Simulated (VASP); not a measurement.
# Al (Fm-3m) in VASP: further runs

Runs on Al. Level: PBE. Tasks: single point.

All numbers are computed with VASP 6.6.1; they aren't measurements. Logs are shortened: lines on timing, memory, paths and dates and some standing lists are left out, and cuts for length are marked.

### 1 The cell of the first run

It takes space group Fm-3m (No. 225, cubic). Conventional cell: a = 4.050 Å, b = 4.050 Å, c = 4.050 Å, α = 90.00°, β = 90.00°, γ = 90.00°. Al (site symmetry m-3m) has 12 Al at 2.86 Å within 3.8 Å.

### 2 Single point, PBE

The input, INCAR:

```
SYSTEM = Al
  PREC = Accurate
  ENCUT = 520
  EDIFF = 1E-6
  ISMEAR = 1
  SIGMA = 0.15
  LREAL = .FALSE.
  LASPH = .TRUE.
  NELM = 100
  ALGO = Normal
  ISIF = 2
  LWAVE = .FALSE.
  LCHARG = .FALSE.
  GGA = PE
  NBANDS = 8
```

The input, KPOINTS:

```
Automatic mesh
0
G
  12 12 12
  0 0 0
```

The input, POSCAR:

```
Al
1.0
    0.0000000000      2.0248100000      2.0248100000
    2.0248100000      0.0000000000      2.0248100000
    2.0248100000      2.0248100000      0.0000000000
Al
1
Direct
    0.0000000000      0.0000000000      0.0000000000
```

Potentials or basis: VASP PAW PBE potentials, release 64 (Al).

Run with:

```console
> cat potpaw_PBE.64/Al/POTCAR > POTCAR
> mpirun -np 1 vasp_std > vasp.out
```

OUTCAR:

```text
SYSTEM = Al
   PREC = Accurate
   ENCUT = 520
   EDIFF = 1E-6
   ISMEAR = 1
   LREAL = .FALSE.
   LASPH = .TRUE.
   NELM = 100
   ISIF = 2
   GGA = PE

 ion  position               nearest neighbor table
   1  0.000  0.000  0.000-

  LATTYP: Found a face centered cubic cell.
 ALAT       =     4.0496200000

  Lattice vectors:

 A1 = (   0.0000000000,   2.0248100000,   2.0248100000)
 A2 = (   2.0248100000,   0.0000000000,   2.0248100000)
 A3 = (   2.0248100000,   2.0248100000,   0.0000000000)

Analysis of symmetry for initial positions (statically):
=====================================================================
 Subroutine PRICEL returns:
 Original cell was already a primitive cell.

 Routine SETGRP: Setting up the symmetry group for a
 face centered cubic supercell.

 Subroutine GETGRP returns: Found 48 space group operations
 (whereof 48 operations were pure point group operations)
 out of a pool of 48 trial point group operations.

The static configuration has the point symmetry O_h .

Analysis of symmetry for dynamics (positions and initial velocities):
=====================================================================
 Subroutine PRICEL returns:
 Original cell was already a primitive cell.

 Routine SETGRP: Setting up the symmetry group for a
 face centered cubic supercell.

 Subroutine GETGRP returns: Found 48 space group operations
 (whereof 48 operations were pure point group operations)
 out of a pool of 48 trial point group operations.

The dynamic configuration has the point symmetry O_h .

 Subroutine INISYM returns: Found 48 space group operations
 (whereof 48 operations are pure point group operations),
 and found     1 'primitive' translations

----------------------------------------------------------------------------------------

                                     Primitive cell

  volume of cell :      16.6029

  direct lattice vectors                    reciprocal lattice vectors
     0.000000000  2.024810000  2.024810000    -0.246936750  0.246936750  0.246936750
     2.024810000  0.000000000  2.024810000     0.246936750 -0.246936750  0.246936750
     2.024810000  2.024810000  0.000000000     0.246936750  0.246936750 -0.246936750

  length of vectors
     2.863513763  2.863513763  2.863513763     0.427706997  0.427706997  0.427706997

  position of ions in fractional coordinates (direct lattice)
     0.000000000  0.000000000  0.000000000

  ion indices of the primitive-cell ions
   primitive index   ion index
                 1           1

----------------------------------------------------------------------------------------

 KPOINTS: Automatic mesh

Automatic generation of k-mesh.
 Grid dimensions read from file:
 generate k-points for:   12   12   12

 Generating k-lattice:

  Cartesian coordinates                     Fractional coordinates (reciprocal lattice)
    -0.020578062  0.020578062  0.020578062     0.083333333  0.000000000  0.000000000
     0.020578062 -0.020578062  0.020578062     0.000000000  0.083333333  0.000000000
     0.020578062  0.020578062 -0.020578062     0.000000000  0.000000000  0.083333333

  Length of vectors
     0.035642250  0.035642250  0.035642250

  Shift w.r.t. Gamma in fractional coordinates (k-lattice)
     0.000000000  0.000000000  0.000000000

 Subroutine IBZKPT returns following result:
 ===========================================

 Found     72 irreducible k-points:

 Following reciprocal coordinates:
            Coordinates               Weight
  0.000000  0.000000  0.000000      1.000000
  0.083333  0.000000  0.000000      8.000000
  0.166667  0.000000  0.000000      8.000000
  0.250000  0.000000  0.000000      8.000000
  0.333333  0.000000  0.000000      8.000000
  0.416667  0.000000  0.000000      8.000000
[... 16 lines left out ...]
  0.500000  0.166667  0.000000     24.000000
 -0.416667  0.166667  0.000000     24.000000
 [... further k-points ...]
   k-points           NKPTS =     72   k-points in BZ     NKDIM =     72   number of bands    NBANDS=      8
   number of dos      NEDOS =    301   number of ions     NIONS =      1
   total plane-waves  NPLWV =  13824
   dimension x,y,z NGX =    24 NGY =   24 NGZ =   24
   dimension x,y,z NGXF=    48 NGYF=   48 NGZF=   48
   ions per type =               1
   NGX,Y,Z   is equivalent  to a cutoff of  13.93, 13.93, 13.93 a.u.
   NGXF,Y,Z  is equivalent  to a cutoff of  27.87, 27.87, 27.87 a.u.
 SYSTEM =  Al
   PREC   = accura    normal or accurate (medium, high low for compatibility)
   ISTART =      0    job   : 0-new  1-cont  2-samecut
   ICHARG =      2    charge: 1-file 2-atom 10-const
   ISPIN  =      1    spin polarized calculation?
   LNONCOLLINEAR =      F non collinear calculations
   LSORBIT =      F    spin-orbit coupling
   LASPH  =      T    aspherical Exc in radial PAW
   ENCUT  =  520.0 eV  38.22 Ry    6.18 a.u.   5.32  5.32  5.32*2*pi/ulx,y,z
   NELM   =    100;   NELMIN=  2; NELMDL= -5     # of ELM steps
   EDIFF  = 0.1E-05   stopping-criterion for ELM
   LREAL  =      F    real-space projection
   EDIFFG = 0.1E-04   stopping-criterion for IOM
   NSW    =      0    number of steps for IOM
   IBRION =     -1    ionic relax: 0-MD 1-quasi-New 2-CG
   NFREE  =      0    steps in history (QN), initial steepest desc. (CG)
   ISIF   =      2    stress and relaxation
   ISYM   =      2    0-nonsym 1-usesym 2-fastsym
   POTIM  = 0.5000    time-step for ionic-motion
   TEBEG  =    0.0;   TEEND  =   0.0 temperature during run
   PSTRESS=    0.0 pullay stress
   NELECT =       3.0000    total number of electrons
   NUPDOWN=      -1.0000    fix difference up-down
   EMIN   =  10.00;   EMAX   =-10.00  energy-range for DOS
   EFERMI =   0.00;   METHOD = LEGACY
   ISMEAR =     1;   SIGMA  =   0.15  broadening in eV -4-tet -1-fermi 0-gaus
   EFERMI_NEDOS =   21; number of points for ismear=-14 and -15
   IALGO  =     38    algorithm
   IMIX   =      4    mixing-type and parameters
     AMIX     =   0.40;   BMIX     =  1.00
     AMIX_MAG =   1.60;   BMIX_MAG =  1.00
  volume/ion in A,a.u.               =      16.60       112.04
  Fermi-wavevector in a.u.,A,eV,Ry     =   0.925524  1.748987 11.654676  0.856594
  Thomas-Fermi vector in A             =   2.051388
   LORBIT       =      0    0 simple, 1 ext, 2 COOP (PROOUT), +10 PAW based schemes
   GGA     = PE    functional components
   LHFCALC =     F    Hartree Fock is set to
   AEXX    =    0.0000 exact exchange contribution
   IVDW    =     0    specifies the selected vdW correction
   LEPSILON=     F    determine dielectric tensor
   LRPA    =     F    only Hartree local field effects (RPA)
 non-spin polarized calculation
 Methfessel and Paxton  Order N= 1 SIGMA  =   0.15
  energy-cutoff  :      520.00
  volume of cell :       16.60
 maximum number of plane-waves:       459
 NGX is ok and might be reduce to    24
   NGX = 11   NGY = 11   NGZ = 11

 number of electron       3.0000000 magnetization

 Free energy of the ion-electron system (eV)
  ---------------------------------------------------
  ext. energy  EPLUGINS =         0.00000000
  ---------------------------------------------------
  free energy    TOTEN  =        -3.75326079 eV

  energy without entropy =       -3.75389681  energy(sigma->0) =       -3.75347280

 E-fermi :   7.7957     XC(G=0): -10.1735

 val. band max:        7.6993124271   @ k =   0.5000   0.2500   0.0833
 cond. band min:       7.8803918424   @ k =  -0.4167   0.4167   0.0833
 fundamental gap:      0.1810794153
 Fermi energy:         7.7957312966

 k-point     1 :       0.0000    0.0000    0.0000
  band No.  band energies     occupation
      1      -3.1555      2.00000
      2      20.5209      0.00000
      3      20.5209      0.00000
      4      20.5209      0.00000
      5      21.9667      0.00000
      6      21.9667      0.00000
      7      21.9667      0.00000
      8      24.3571      0.00000

 k-point     2 :       0.0833    0.0000    0.0000
  band No.  band energies     occupation
      1      -2.9675      2.00000
      2      17.9047      0.00000
      3      19.9439      0.00000
      4      19.9439      0.00000
      5      22.6424      0.00000
      6      22.8303      0.00000
      7      22.8303      0.00000
      8      26.1674      0.00000

 k-point     3 :       0.1667    0.0000    0.0000
  band No.  band energies     occupation
      1      -2.4052      2.00000
      2      14.5541      0.00000
      3      19.2413      0.00000
      4      19.2413      0.00000
      5      22.4620      0.00000
      6      23.8912      0.00000
      7      23.8912      0.00000
      8      25.1529      0.00000

 k-point     4 :       0.2500    0.0000    0.0000
  band No.  band energies     occupation
      1      -1.4728      2.00000
      2      11.3629      0.00000
      3      18.7992      0.00000
      4      18.7992      0.00000
      5      22.2331      0.00000
      6      22.6344      0.00000
      7      22.6344      0.00000
      8      26.6245      0.00000

 k-point     5 :       0.3333    0.0000    0.0000
  band No.  band energies     occupation
      1      -0.1774      2.00000
      2       8.4297     -0.00000
      3      18.6599      0.00000
      4      18.6599      0.00000
      5      21.2457      0.00000
      6      21.2457      0.00000
      7      22.2100      0.00000
      8      25.2010      0.00000
[... 177 lines left out ...]
 k-point    22 :       0.4167    0.1667    0.0000
  band No.  band energies     occupation
      1       0.9838      2.00000
      2       8.1239     -0.00831
      3      15.1980      0.00000
      4      15.8079      0.00000
      5      17.5270      0.00000
      6      24.6306      0.00000
      7      24.8258      0.00000
      8      27.6253      0.00000

 k-point    23 :       0.5000    0.1667    0.0000
  band No.  band energies     occupation
      1       2.7368      2.00000
      2       5.6106      2.00000
      3      14.1294      0.00000
      4      16.0814      0.00000
      5      17.8601      0.00000
      6      23.8528      0.00000
      7      26.1501      0.00000
      8      28.1450      0.00000

 k-point    24 :      -0.4167    0.1667    0.0000
  band No.  band energies     occupation
      1       3.3950      2.00000
      2       4.8402      2.00000
      3      13.3993      0.00000
      4      16.6761      0.00000
      5      18.5242      0.00000
      6      23.1692      0.00000
      7      25.8594      0.00000
      8      28.8405      0.00000

 [... further k-points ...]
[... 5 lines left out ...]
  --------------------------------------------------------------------------------------
  -------------------------------------------------------------------------------------
  Total       -0.0351906     -0.0351906     -0.0351906     -0.0000000      0.0000000      0.0000000
  in kB       -3.3958984     -3.3958984     -3.3958984     -0.0000000      0.0000000      0.0000000
  external PRESSURE =      -3.3958984 kB  Pullay stress =       0.0000000 kB

 VOLUME and BASIS-vectors are now :
 -----------------------------------------------------------------------------
  energy-cutoff  :      520.00
  volume of cell :       16.60
      direct lattice vectors                 reciprocal lattice vectors
     0.000000000  2.024810000  2.024810000    -0.246936750  0.246936750  0.246936750
     2.024810000  0.000000000  2.024810000     0.246936750 -0.246936750  0.246936750
     2.024810000  2.024810000  0.000000000     0.246936750  0.246936750 -0.246936750

 POSITION                                       TOTAL-FORCE (eV/Angst)
 -----------------------------------------------------------------------------------
      0.00000      0.00000      0.00000         0.000000      0.000000     -0.000000
 -----------------------------------------------------------------------------------
    total drift:                               -0.000000      0.000000      0.000000

  FREE ENERGIE OF THE ION-ELECTRON SYSTEM (eV)
  ---------------------------------------------------
  free  energy   TOTEN  =        -3.7532607879 eV

  energy  without entropy=       -3.7538968126  energy(sigma->0) =       -3.75347280
```

It took 9.3 s on 1 thread of Intel Xeon 8259CL, shared host; peak memory 0.13 GiB.

What came out:

* Free energy: -3.7533 eV
* Pressure: -0.3 GPa

### 3 Single point, PBE

This run uses another cell than the first one, of 17.27 Å³/atom, 1.040 times its volume.

The input, INCAR:

```
SYSTEM = Al
PREC = Accurate
ENCUT = 520
EDIFF = 1E-7
ISMEAR = 1
SIGMA = 0.15
LREAL = .FALSE.
LASPH = .TRUE.
NELM = 60
ALGO = Normal
ISIF = 2
LWAVE = .FALSE.
LCHARG = .TRUE.
GGA = PE
LELF = .TRUE.
LVHAR = .TRUE.
NBANDS = 8
```

KPOINTS is that of step 2.

The input, POSCAR:

```
Al
1.0
    0.0000000000      2.0514552924      2.0514552924
    2.0514552924      0.0000000000      2.0514552924
    2.0514552924      2.0514552924      0.0000000000
Al
1
Direct
    0.0000000000      0.0000000000      0.0000000000
```

Potentials or basis: VASP PAW PBE potentials, release 64 (Al).

Run with:

```console
> cat potpaw_PBE.64/Al/POTCAR > POTCAR
> mpirun -np 1 vasp_std > vasp.out
```

OUTCAR:

```text
SYSTEM = Al
   PREC = Accurate
   ENCUT = 520
   EDIFF = 1E-7
   ISMEAR = 1
   LREAL = .FALSE.
   LASPH = .TRUE.
   NELM = 60
   ISIF = 2
   GGA = PE

 ion  position               nearest neighbor table
   1  0.000  0.000  0.000-

  LATTYP: Found a face centered cubic cell.
 ALAT       =     4.1029105848

  Lattice vectors:

 A1 = (   0.0000000000,   2.0514552924,   2.0514552924)
 A2 = (   2.0514552924,   0.0000000000,   2.0514552924)
 A3 = (   2.0514552924,   2.0514552924,   0.0000000000)

Analysis of symmetry for initial positions (statically):
=====================================================================
 Subroutine PRICEL returns:
 Original cell was already a primitive cell.

 Routine SETGRP: Setting up the symmetry group for a
 face centered cubic supercell.

 Subroutine GETGRP returns: Found 48 space group operations
 (whereof 48 operations were pure point group operations)
 out of a pool of 48 trial point group operations.

The static configuration has the point symmetry O_h .

Analysis of symmetry for dynamics (positions and initial velocities):
=====================================================================
 Subroutine PRICEL returns:
[... 154 lines left out ...]
  energy without entropy =       -3.74626671  energy(sigma->0) =       -3.74594479

 E-fermi :   7.3965     XC(G=0): -10.0329

 val. band max:        7.3055384673   @ k =   0.5000   0.2500   0.0833
 cond. band min:       7.4783531443   @ k =  -0.4167   0.4167   0.0833
 fundamental gap:      0.1728146770
 Fermi energy:         7.3964651405

 k-point     1 :       0.0000    0.0000    0.0000
  band No.  band energies     occupation
      1      -3.2895      2.00000
      2      19.9051      0.00000
      3      19.9051      0.00000
      4      19.9051      0.00000
      5      21.0605      0.00000
      6      21.0605      0.00000
      7      21.0605      0.00000
      8      23.6756      0.00000
[... 243 lines left out ...]
 k-point    24 :      -0.4167    0.1667    0.0000
  band No.  band energies     occupation
      1       3.1053      2.00000
      2       4.5049      2.00000
      3      12.8495      0.00000
      4      16.0301      0.00000
      5      17.8512      0.00000
      6      22.3985      0.00000
      7      24.9680      0.00000
      8      27.9764      0.00000

 [... further k-points ...]
[... 5 lines left out ...]
  --------------------------------------------------------------------------------------
  -------------------------------------------------------------------------------------
  Total       -0.3425351     -0.3425351     -0.3425351      0.0000000      0.0000000      0.0000000
  in kB      -31.7833343    -31.7833343    -31.7833343      0.0000000      0.0000000      0.0000000
  external PRESSURE =     -31.7833343 kB  Pullay stress =       0.0000000 kB

 VOLUME and BASIS-vectors are now :
 -----------------------------------------------------------------------------
  energy-cutoff  :      520.00
  volume of cell :       17.27
      direct lattice vectors                 reciprocal lattice vectors
     0.000000000  2.051455292  2.051455292    -0.243729416  0.243729416  0.243729416
     2.051455292  0.000000000  2.051455292     0.243729416 -0.243729416  0.243729416
     2.051455292  2.051455292  0.000000000     0.243729416  0.243729416 -0.243729416

 POSITION                                       TOTAL-FORCE (eV/Angst)
 -----------------------------------------------------------------------------------
      0.00000      0.00000      0.00000        -0.000000     -0.000000     -0.000000
 -----------------------------------------------------------------------------------
    total drift:                               -0.000000     -0.000000      0.000000

  FREE ENERGIE OF THE ION-ELECTRON SYSTEM (eV)
  ---------------------------------------------------
  free  energy   TOTEN  =        -3.7457838341 eV

  energy  without entropy=       -3.7462667146  energy(sigma->0) =       -3.74594479
```

OSZICAR:

```text
N       E                     dE             d eps       ncg     rms          rms(c)
DAV:   1    -0.242503582323E+01   -0.24250E+01   -0.85717E+02  1152   0.204E+02
DAV:   2    -0.376147186956E+01   -0.13364E+01   -0.13069E+01  1680   0.184E+01
DAV:   3    -0.376732373731E+01   -0.58519E-02   -0.58508E-02  1520   0.133E+00
DAV:   4    -0.376733729990E+01   -0.13563E-04   -0.13562E-04  1760   0.543E-02
DAV:   5    -0.376733732847E+01   -0.28570E-07   -0.28523E-07  1576   0.137E-03    0.123E+00
DAV:   6    -0.375490139634E+01    0.12436E-01   -0.18107E-03  1504   0.203E-01    0.716E-01
DAV:   7    -0.374579137345E+01    0.91100E-02   -0.54315E-03  1464   0.331E-01    0.140E-01
DAV:   8    -0.374578564305E+01    0.57304E-05   -0.14158E-05  1600   0.269E-02    0.672E-03
DAV:   9    -0.374578429484E+01    0.13482E-05   -0.87274E-07  1608   0.401E-03    0.755E-04
DAV:  10    -0.374578387924E+01    0.41560E-06   -0.42276E-09  1448   0.446E-04    0.193E-04
DAV:  11    -0.374578383414E+01    0.45097E-07   -0.20567E-10   872   0.829E-05
   1 F= -.37457838E+01 E0= -.37459448E+01  d E =0.482880E-03
```

Run time: 11 s. Hardware: 1 thread of Intel Xeon 8259CL, shared host; peak memory 0.13 GiB.

What came out:

```
Free energy : -3.7458 eV
Pressure    : -3.2 GPa
```

[end of part 1 of 2]
